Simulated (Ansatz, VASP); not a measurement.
**Sn: VASP beside Ansatz**

File INCAR:

```
SYSTEM = Sn
  PREC = Accurate
  ENCUT = 520
  EDIFF = 1E-6
  ISMEAR = -1
  SIGMA = 0.1
  LREAL = .False.
  LASPH = .True.
  NELM = 100
  ALGO = Normal
  ISIF = 2
  LWAVE = .False.
  LCHARG = .False.
  GGA = PE
  NBANDS = 13
```

KPOINTS

```
regular mesh
0
Gamma
  18 18 18
  0 0 0
```

File POSCAR:

```
Sn
1.0
    0.0000000000      2.3450506251      2.3450506251
    2.3450506251      0.0000000000      2.3450506251
    2.3450506251      2.3450506251      0.0000000000
Sn
1
Direct
    0.0000000000      0.0000000000      0.0000000000
```

Input for Ansatz:

```yaml
crystal:
  lattice:
    - [0.0, 2.3450506251, 2.3450506251]
    - [2.3450506251, 0.0, 2.3450506251]
    - [2.3450506251, 2.3450506251, 0.0]
  atoms:
    - { symbol: Sn, position: [0.0, 0.0, 0.0] }
hamiltonian:
  xc: pbe
  pseudopotentials:
    kind: paw
    azcp:
      Sn: "pseudopotentials/Sn.paw.azcp"
basis:
  ecutwfc: 420
  fft_grid_basis: typed
kpoints:
  mp_grid: { grid: [18, 18, 18], shift: [0, 0, 0] }
magnetization:
  spin_polarized: false
scf:
  occupations: { method: fermi_dirac, width: 0.1 }
output:
  stress: true
```

Alike in both runs: task single point; functional PBE; k mesh 18 × 18 × 18; occupations fermi-dirac, width 0.1 eV; no spin polarisation.

|  | VASP | Ansatz |
| --- | --- | --- |
| version | VASP 6.6.1 | Ansatz 0.2.0 |
| potentials or method | VASP PAW PBE potentials, release 64 (Sn_d), cutoff 520 eV | plane waves (420 eV) with PAW, scalar-relativistic |
| valence electrons in the cell | 14 | 14 |

```csv
,VASP,Ansatz,Ansatz less VASP
pressure (GPa),4.7,4.7,+0.03
```
